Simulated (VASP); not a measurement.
# ZnO (P6/mmm) in VASP: density of states with PBE

Aim: the density of states of ZnO with PBE.

Program: VASP 6.6.1. These are calculated values, not measurements. Logs are shortened: lines on timing, memory, paths and dates and some standing lists are left out, and cuts for length are marked.

**1. The cell of the first run**

Symmetry: P6/mmm, No. 191, hexagonal system. Conventional cell: a = 4.934 Å, b = 4.934 Å, c = 3.459 Å, α = 90.00°, β = 90.00°, γ = 120.00°. Zn (site symmetry 6/mmm) has 2 O at 1.73 Å within 2.3 Å. O (site symmetry 6/mmm) has 2 Zn at 1.73 Å within 2.3 Å.

**2. Density of states, PBE**

The input, POSCAR:

```
ZnO
1.0
    4.9340758593      0.0000000000      0.0000000000
   -2.4670379297      4.2730350384      0.0000000000
    0.0000000000      0.0000000000      3.4589743663
Zn O
1 1
Direct
    0.0000000000      0.0000000000      0.0000000000
    0.0000000000      0.0000000000      0.5000000000
```

The input, INCAR.step1:

```
SYSTEM = ZnO
  ALGO = Normal
  EDIFF = 1E-7
  ENCUT = 520
  GGA = PE
  ISIF = 2
  ISMEAR = 0
  LASPH = .True.
  LCHARG = .True.
  LREAL = .False.
  LWAVE = .False.
  NBANDS = 16
  NELM = 100
  PREC = Accurate
  SIGMA = 0.02
```

The input, KPOINTS.step1:

```
k-points
0
Gamma
  6 6 8
  0 0 0
```

The input, INCAR.step2:

```
SYSTEM = ZnO
  ALGO = Normal
  EDIFF = 1E-7
  ENCUT = 520
  GGA = PE
  ICHARG = 11
  ISIF = 2
  ISMEAR = -5
  LASPH = .True.
  LCHARG = .False.
  LORBIT = 11
  LREAL = .False.
  LWAVE = .False.
  NBANDS = 16
  NEDOS = 2001
  NELM = 100
  PREC = Accurate
  SIGMA = 0.02
```

The input, KPOINTS.step2:

```
k-points
0
Gamma
  9 9 12
  0 0 0
```

Potentials or basis: VASP PAW PBE potentials, release 64 (Zn, O).

Started as:

```sh
cat potpaw_PBE.64/Zn/POTCAR potpaw_PBE.64/O/POTCAR > POTCAR
cp INCAR.step1 INCAR
cp KPOINTS.step1 KPOINTS
mpirun -np 1 vasp_std > vasp.out
cp INCAR.step2 INCAR
cp KPOINTS.step2 KPOINTS
mpirun -np 1 vasp_std > vasp.out
```

OUTCAR:

```text
SYSTEM = ZnO
   EDIFF = 1E-7
   ENCUT = 520
   GGA = PE
   ICHARG = 11
   ISIF = 2
   ISMEAR = -5
   LASPH = .True.
   LORBIT = 11
   LREAL = .False.
   NELM = 100
   PREC = Accurate

 ion  position               nearest neighbor table
   1  0.000  0.000  0.000-   2 1.73   2 1.73
   2  0.000  0.000  0.500-   1 1.73   1 1.73

  LATTYP: Found a hexagonal cell.
 ALAT       =     4.9340758593
 C/A-ratio  =     0.7010379380

  Lattice vectors:

 A1 = (   4.9340758593,   0.0000000000,   0.0000000000)
 A2 = (  -2.4670379297,   4.2730350384,   0.0000000000)
 A3 = (   0.0000000000,   0.0000000000,   3.4589743663)

Analysis of symmetry for initial positions (statically):
=====================================================================
 Subroutine PRICEL returns:
 Original cell was already a primitive cell.

 Routine SETGRP: Setting up the symmetry group for a
 hexagonal supercell.

 Subroutine GETGRP returns: Found 24 space group operations
 (whereof 24 operations were pure point group operations)
 out of a pool of 24 trial point group operations.

The static configuration has the point symmetry D_6h.

Analysis of symmetry for dynamics (positions and initial velocities):
=====================================================================
 Subroutine PRICEL returns:
 Original cell was already a primitive cell.

 Routine SETGRP: Setting up the symmetry group for a
 hexagonal supercell.

 Subroutine GETGRP returns: Found 24 space group operations
 (whereof 24 operations were pure point group operations)
 out of a pool of 24 trial point group operations.

The dynamic configuration has the point symmetry D_6h.

 Subroutine INISYM returns: Found 24 space group operations
 (whereof 24 operations are pure point group operations),
 and found     1 'primitive' translations

----------------------------------------------------------------------------------------

                                     Primitive cell

  volume of cell :      72.9272

  direct lattice vectors                    reciprocal lattice vectors
     4.934075859  0.000000000  0.000000000     0.202672198  0.117012848  0.000000000
    -2.467037930  4.273035038  0.000000000     0.000000000  0.234025696  0.000000000
     0.000000000  0.000000000  3.458974366     0.000000000  0.000000000  0.289103039

  length of vectors
     4.934075859  4.934075859  3.458974366     0.234025696  0.234025696  0.289103039

  position of ions in fractional coordinates (direct lattice)
     0.000000000  0.000000000  0.000000000
     0.000000000  0.000000000  0.500000000

  ion indices of the primitive-cell ions
[... 81 lines left out ...]
   IBRION =     -1    ionic relax: 0-MD 1-quasi-New 2-CG
   NFREE  =      0    steps in history (QN), initial steepest desc. (CG)
   ISIF   =      2    stress and relaxation
   ISYM   =      2    0-nonsym 1-usesym 2-fastsym
   POTIM  = 0.5000    time-step for ionic-motion
   TEBEG  =    0.0;   TEEND  =   0.0 temperature during run
   PSTRESS=    0.0 pullay stress
   NELECT =      18.0000    total number of electrons
   NUPDOWN=      -1.0000    fix difference up-down
   EMIN   =  10.00;   EMAX   =-10.00  energy-range for DOS
   EFERMI =   0.00;   METHOD = LEGACY
   ISMEAR =    -5;   SIGMA  =   0.02  broadening in eV -4-tet -1-fermi 0-gaus
   EFERMI_NEDOS =   21; number of points for ismear=-14 and -15
   IALGO  =     38    algorithm
   IMIX   =      4    mixing-type and parameters
     AMIX     =   0.40;   BMIX     =  1.00
     AMIX_MAG =   1.60;   BMIX_MAG =  1.00
  volume/ion in A,a.u.               =      36.46       246.07
  Fermi-wavevector in a.u.,A,eV,Ry     =   1.026918  1.940594 14.348169  1.054561
  Thomas-Fermi vector in A             =   2.160836
   LORBIT       =     11    0 simple, 1 ext, 2 COOP (PROOUT), +10 PAW based schemes
   GGA     = PE    functional components
   LHFCALC =     F    Hartree Fock is set to
   AEXX    =    0.0000 exact exchange contribution
   IVDW    =     0    specifies the selected vdW correction
   LEPSILON=     F    determine dielectric tensor
   LRPA    =     F    only Hartree local field effects (RPA)
 non-spin polarized calculation
 Fermi weights with tetrahedron method with Bloechl corrections
  energy-cutoff  :      520.00
  volume of cell :       72.93
 maximum number of plane-waves:      1987
 NGX is ok and might be reduce to    40

 number of electron      17.9999988 magnetization

 Free energy of the ion-electron system (eV)
  ---------------------------------------------------
  ext. energy  EPLUGINS =         0.00000000
  ---------------------------------------------------
  free energy    TOTEN  =        -7.49846986 eV

  energy without entropy =       -7.49846986  energy(sigma->0) =       -7.49846986

 E-fermi :  -3.5070     XC(G=0):  -5.5259

 val. band max:       -3.5122535623   @ k =   0.0000   0.0000   0.5000
 cond. band min:      -1.7079086905   @ k =   0.0000   0.0000   0.0000
 fundamental gap:      1.8043448718
 Fermi energy:        -3.5070185948

 k-point     1 :       0.0000    0.0000    0.0000
  band No.  band energies     occupation
      1     -20.6447      2.00000
      2      -9.0506      2.00000
      3      -9.0506      2.00000
      4      -8.9665      2.00000
      5      -8.9665      2.00000
      6      -8.3973      2.00000
[... 433 lines left out ...]
      3      -9.0456      2.00000
      4      -9.0148      2.00000
      5      -9.0148      2.00000
      6      -8.6461      2.00000
[... 8 lines left out ...]
     15       8.6402      0.00000
     16      11.5342      0.00000

 [... further k-points ...]
[... 5 lines left out ...]
  --------------------------------------------------------------------------------------
  -------------------------------------------------------------------------------------
  Total       -0.1251657     -0.1251657      0.5332302      0.0000000      0.0000000      0.0000000
  in kB       -2.7498333     -2.7498333     11.7148217      0.0000000      0.0000000      0.0000000
  external PRESSURE =       2.0717184 kB  Pullay stress =       0.0000000 kB

 VOLUME and BASIS-vectors are now :
 -----------------------------------------------------------------------------
  energy-cutoff  :      520.00
  volume of cell :       72.93
      direct lattice vectors                 reciprocal lattice vectors
     4.934075859  0.000000000  0.000000000     0.202672198  0.117012848  0.000000000
    -2.467037930  4.273035038  0.000000000     0.000000000  0.234025696  0.000000000
     0.000000000  0.000000000  3.458974366     0.000000000  0.000000000  0.289103039

 POSITION                                       TOTAL-FORCE (eV/Angst)
 -----------------------------------------------------------------------------------
      0.00000      0.00000      0.00000         0.000000      0.000000      0.000000
      0.00000      0.00000      1.72949        -0.000000      0.000000      0.000000
 -----------------------------------------------------------------------------------
    total drift:                               -0.000000     -0.000000     -0.000000

  FREE ENERGIE OF THE ION-ELECTRON SYSTEM (eV)
  ---------------------------------------------------
  free  energy   TOTEN  =        -7.4984698608 eV

  energy  without entropy=       -7.4984698608  energy(sigma->0) =       -7.49846986

 total charge

# of ion       s       p       d       tot
------------------------------------------
    1        0.582   0.524   9.842  10.948
    2        1.533   3.490   0.000   5.023
--------------------------------------------------
tot          2.115   4.014   9.842  15.971
```

OSZICAR.step1:

```text
N       E                     dE             d eps       ncg     rms          rms(c)
DAV:   1     0.106006860557E+03    0.10601E+03   -0.86779E+03  1120   0.113E+03
DAV:   2     0.217696681919E+00   -0.10579E+03   -0.96108E+02  1264   0.255E+02
DAV:   3    -0.102797946628E+02   -0.10497E+02   -0.10449E+02  1224   0.807E+01
DAV:   4    -0.103767865272E+02   -0.96992E-01   -0.96977E-01  1384   0.910E+00
DAV:   5    -0.103773324646E+02   -0.54594E-03   -0.54594E-03  1336   0.610E-01    0.141E+01
DAV:   6    -0.749978335333E+01    0.28775E+01   -0.77341E+00  1600   0.702E+01    0.713E+00
DAV:   7    -0.754725197374E+01   -0.47469E-01   -0.15418E+00  1176   0.117E+01    0.443E+00
DAV:   8    -0.752402961942E+01    0.23222E-01   -0.43680E-01  1168   0.472E+00    0.129E+00
DAV:   9    -0.749444802826E+01    0.29582E-01   -0.11945E-01  1528   0.339E+00    0.260E-01
DAV:  10    -0.749610527350E+01   -0.16572E-02   -0.72492E-03  1168   0.645E-01    0.126E-01
DAV:  11    -0.749675530427E+01   -0.65003E-03   -0.63689E-04  1200   0.220E-01    0.304E-02
DAV:  12    -0.749677588612E+01   -0.20582E-04   -0.74363E-05  1512   0.166E-01    0.124E-02
DAV:  13    -0.749678665085E+01   -0.10765E-04   -0.46167E-05  1424   0.847E-02    0.148E-02
DAV:  14    -0.749678216025E+01    0.44906E-05   -0.15288E-05  1560   0.399E-02    0.111E-03
DAV:  15    -0.749678296873E+01   -0.80848E-06   -0.12150E-06  1232   0.785E-03    0.745E-04
DAV:  16    -0.749678313646E+01   -0.16773E-06   -0.16404E-07  1096   0.467E-03    0.100E-03
DAV:  17    -0.749678311930E+01    0.17158E-07   -0.55647E-08   928   0.311E-03
   1 F= -.74967831E+01 E0= -.74967831E+01  d E =-.100135E-17
```

Wall time 70 s (1 thread of Intel Xeon Platinum 8488C (Sapphire Rapids), shared host); peak memory 0.24 GiB.

Results:

| Item | Value |
| --- | --- |
| Valence electrons inside the program's atomic spheres | Zn 10.95; O 5.02 |
